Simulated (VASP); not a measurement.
Input of a VASP 6.6.1 run:

File INCAR:

```
SYSTEM = CrO2
PREC     = Accurate       ! precision mode
ENCUT    = 520            ! plane-wave cutoff, eV
EDIFF    = 1E-6           ! SCF threshold, eV
ISMEAR   = -1             ! smearing method
SIGMA    = 0.05           ! smearing width, eV
LREAL    = .False.        ! projectors in reciprocal space
LASPH    = .True.         ! aspherical terms in the spheres
NELM     = 150            ! most SCF steps
ALGO     = Normal         ! electronic algorithm
ISIF     = 2              ! what is computed and relaxed
LWAVE    = .False.        ! write WAVECAR
LCHARG   = .True.         ! write CHGCAR
ISPIN    = 2              ! spin polarisation
MAGMOM   = 3 3 0 0 0 0    ! initial moments
LORBIT   = 11             ! projections on sites
LMAXMIX  = 4              ! l up to which the mixer works
GGA      = PS             ! functional
LELF     = .True.         ! ELF
LVHAR    = .True.       
NBANDS   = 37             ! bands
```

The input KPOINTS:

```
regular mesh
0
Gamma
  6 6 9
  0 0 0
```

Contents of POSCAR:

```
CrO2
1.0
    4.4210000000      0.0000000000      0.0000000000
    0.0000000000      4.4210000000      0.0000000000
    0.0000000000      0.0000000000      2.9170000000
Cr O
2 4
Direct
    0.5000000000      0.5000000000      0.5000000000
    0.0000000000      0.0000000000      0.0000000000
    0.8010000000      0.1990000000      0.5000000000
    0.6990000000      0.6990000000      0.0000000000
    0.1990000000      0.8010000000      0.5000000000
    0.3010000000      0.3010000000      0.0000000000
```

Potentials or basis: VASP PAW PBE potentials, release 64 (Cr_pv, O).

Launch:

```bash
$ cat potpaw_PBE.64/Cr_pv/POTCAR potpaw_PBE.64/O/POTCAR > POTCAR
$ mpirun -np 1 vasp_std > vasp.out
```

Problem. What does it give for the largest force?

Solution. 0.329 eV/Å.

Problem. What does it give for the site moments?

Solution. Cr +2.08; O -0.07 μB.

Stress tensor (GPa, compression positive):
```
-5.17  0.00  0.00
 0.00 -5.17  0.00
 0.00  0.00 -7.44
```

Caveat: the cell stands under tension; the PAW data sets were made with another functional, which shifts forces and pressure a little; the run started ferromagnetic, and an antiferromagnetic order may lie lower in energy.
